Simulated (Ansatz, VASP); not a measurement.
## C: VASP beside Ansatz

```
C
1.0
     0.00000    2.12700    3.34800
     1.22800    0.00000    3.34800
     1.22800    2.12700    0.00000
C
2
Cartesian
  1.2280 0.7090 3.3480
  1.2280 3.5450 3.3480
```

Alike in both runs: functional PBE; dispersion D3(BJ); k mesh 18 × 18 × 18; occupations gaussian, width 0.02 eV; no spin polarisation.

Ansatz relaxed the structure, and its values are those at the end. VASP's run is a single point on that final structure, the one shown.

|  | VASP | Ansatz |
| --- | --- | --- |
| version | VASP 6.6.1 | Ansatz 0.2.0 |
| potentials or method | VASP PAW PBE potentials, release 64 (C), cutoff 520 eV | scalar-relativistic, plane waves, PAW |
| valence electrons in the cell | 8 | 8 |

Ansatz gave:

| Quantity | Value |
| --- | --- |
| gap on the k mesh at the Fermi level (eV) | 0.08 |
| least direct gap on the mesh (eV) | 0.15 |
| pressure (GPa) | 3.4 |

**Question.** What did VASP give for the same quantities?

**Answer.** gap on the k mesh at the Fermi level (eV): 0.08; least direct gap on the mesh (eV): 0.15; pressure (GPa): 3.8.

Ansatz's warnings: stress scf threshold loose.
